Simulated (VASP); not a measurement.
Set up this calculation in VASP 6.6.1, as the native input.

```
Task                   : single point
Functional             : LDA
Potentials or basis    : VASP PAW LDA potentials, release 64 (Ag)
Cutoff                 : 500 eV
k mesh                 : 14 × 14 × 14
Occupations            : fermi-dirac, width 0.05 eV
Spin                   : no spin polarisation
Dipole correction      : no
Further INCAR settings : ALGO = Normal; EDIFF = 1e-06; NBANDS = 18
```

The structure of Ag lies in POSCAR:

```
Ag
1.0
    0.0000000000      2.3138876243      2.3138876243
    2.3138876243      0.0000000000      2.3138876243
    2.3138876243      2.3138876243      0.0000000000
Ag
2
Direct
   -0.1250000000     -0.1250000000     -0.1250000000
    0.1250000000      0.1250000000      0.1250000000
```

This isn't the form of Ag at room conditions, which is fcc.

The input as run:

INCAR

```
SYSTEM = Ag
PREC = Accurate
ENCUT = 500
EDIFF = 1E-6
ISMEAR = -1
SIGMA = 0.05
LREAL = .FALSE.
LASPH = .TRUE.
NELM = 120
ALGO = Normal
ISIF = 2
LWAVE = .FALSE.
LCHARG = .FALSE.
GGA = CA
NBANDS = 18
GGA_COMPAT = .FALSE.
```

KPOINTS

```
regular mesh
0
G
  14 14 14
  0 0 0
```

Potentials or basis: VASP PAW LDA potentials, release 64 (Ag).

The run is started by

```console
$ cat potpaw_LDA.64/Ag/POTCAR > POTCAR
$ mpirun -np 1 vasp_std > vasp.out
```

It gave:

```yaml
Pressure: 263.0 GPa
Band_gap_on_the_k_mesh: zero (bands 11 and 12 overlap by 1.26 eV)
```

Caveat: atoms lie so close that the PAW spheres overlap strongly, which falsifies energies and pressures; the cell stands under pressure.

Run time: 24 s on 1 thread of AMD EPYC 7R43 64-Core Processor (Zen 3) (shared host), peak memory 0.12 GiB.
